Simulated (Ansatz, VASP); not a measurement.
# One calculation of GaP, two programs

```
CELL_PARAMETERS angstrom
0.00000 2.72525 2.72525
2.72525 0.00000 2.72525
2.72525 2.72525 0.00000
ATOMIC_POSITIONS crystal
Ga 0.00000 0.00000 0.00000
P 0.75000 0.75000 0.75000
```

Alike in both runs: functional B3LYP; k mesh 5 × 5 × 5; occupations fermi-dirac, width 0.05 eV; no spin polarisation.

```csv
,VASP,Ansatz
version,VASP 6.6.1,Ansatz 0.2.0
potentials or method,"VASP PAW PBE potentials, release 64 (Ga_d, P)",Ansatz PAW
plane-wave cutoff (eV),520,420
valence electrons in the cell,18,18
task,single point,band structure
```

Ansatz gave:

| Property | Result |
| --- | --- |
| gap on the k mesh at the Fermi level (eV) | 2.82 |
| least direct gap on the mesh (eV) | 3.02 |
| pressure (GPa) | 3.9 |

Which values does VASP return?

gap on the k mesh at the Fermi level (eV): 2.86; least direct gap on the mesh (eV): 3.07; pressure (GPa): 3.9.

VASP's potentials were made for PBE, not for B3LYP.
